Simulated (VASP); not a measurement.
## AgCl (rocksalt type): electric field gradients with PBE

Crystal: AgCl (rocksalt type).

```
Ag Cl
1.0
     0.00000    2.80520    2.80520
     2.80520    0.00000    2.80520
     2.80520    2.80520    0.00000
Ag Cl
1 1
Direct
  0.00000 0.00000 0.01260
  0.50000 0.50000 0.50000
```

This cell differs from its parent crystal: atom 1 (Ag) moved by [0.035355, 0.035355, 0.0] A.

```json
{
 "Program": "VASP 6.6.1",
 "Task": "electric field gradients",
 "Functional": "PBE",
 "Potentials or basis": "VASP PAW PBE potentials, release 64 (Ag, Cl)",
 "Cutoff": "520 eV",
 "k mesh": "12 × 12 × 12",
 "Occupations": "fermi-dirac, width 0.08 eV",
 "Spin": "no spin polarisation",
 "Dipole correction": "no",
 "Further INCAR settings": "ALGO = Normal; EDIFF = 1e-08; NBANDS = 16"
}
```

```
Pressure               : -0.1 GPa
Largest force          : 0.041 eV/Å
Band gap on the k mesh : 0.92 eV, indirect (least direct gap 2.94 eV)
```

Forces on the atoms (eV/Å):
```
Ag  -0.029 -0.029  0.000
Cl   0.029  0.029  0.000
```

Levels at points of the mesh, in eV from the valence-band top:
| k point | band 5 | band 6 | band 7 | band 8 | band 9 | band 10 | band 11 | band 12 | band 13 | band 14 |
| --- | --- | --- | --- | --- | --- | --- | --- | --- | --- | --- |
| (0.00, 0.00, 0.00) | -2.31 | -2.28 | -2.13 | -2.09 | -2.07 | 0.92 | 10.84 | 10.85 | 10.87 | 12.44 |
| (0.50, 0.00, 0.00) | -1.97 | -1.97 | -1.68 | -0.01 | -0.01 | 4.34 | 6.35 | 7.74 | 7.74 | 13.45 |
| (0.00, 0.00, 0.50) | -1.97 | -1.97 | -1.68 | 0.00 | 0.00 | 4.33 | 6.35 | 7.73 | 7.74 | 13.45 |
| (0.50, 0.50, 0.00) | -2.56 | -2.07 | -1.86 | -1.86 | -1.80 | 2.44 | 8.06 | 8.52 | 11.34 | 11.35 |
| (0.00, 0.50, 0.50) | -2.58 | -2.08 | -1.86 | -1.86 | -1.80 | 2.44 | 8.07 | 8.53 | 11.34 | 11.34 |

Electric field gradients, principal values (V/Å²):
```
atom   least  middle  greatest (by size)
1 Ag   0.201   0.442              -0.643
2 Cl  -0.070  -0.159               0.228
```

Run time: 8.1 min on 1 thread of AMD EPYC 7R13, with other jobs on the host, peak memory 0.29 GiB.

Caveat: the cell differs from its parent crystal (atom 1 (Ag) moved by [0.035355, 0.035355, 0.0] A); without QUAD_EFG the Cq values of the log hold for a quadrupole moment of 1 mb, not for the nuclei. A k mesh can miss the band edges.
